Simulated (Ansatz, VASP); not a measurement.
Hf in VASP and in Ansatz

```
Hf
1.0
     3.11802    0.00000    0.00000
    -1.55901    2.70028    0.00000
     0.00000    0.00000    4.94674
Hf
2
Direct
  0.33333 0.66667 0.25000
  0.66667 0.33333 0.75000
```

Alike in both runs: functional LDA; k mesh 12 × 12 × 8; occupations gaussian, width 0.1 eV; no spin polarisation.

Ansatz relaxed the structure, and its values are those at the end. VASP's run is a single point on that final structure, the one shown.

|  | VASP | Ansatz |
| --- | --- | --- |
| version | VASP 6.6.1 | Ansatz 0.2.0 |
| potentials or method | VASP PAW LDA potentials, release 64 (Hf_pv), cutoff 520 eV | scalar-relativistic, plane waves, PAW |
| valence electrons in the cell | 20 | 52 |

VASP gave:

| Quantity | Value |
| --- | --- |
| gap on the k mesh at the Fermi level (eV) | none |
| pressure (GPa) | 0.1 |

Q: Which values does Ansatz return?

A: gap on the k mesh at the Fermi level (eV): none; pressure (GPa): 0.0.

Ansatz warns that its potentials were made for another functional, while VASP's fit it. LDA's correlation is that of Perdew and Zunger in VASP and of Perdew and Wang (1992) in Ansatz. A gap of «none» marks a metal or a gap that the smearing closes. VASP's potentials hold 20 valence electrons a cell and Ansatz's 52, so a difference there can come from the potentials and not from the codes.

Spin-orbit coupling is off throughout.
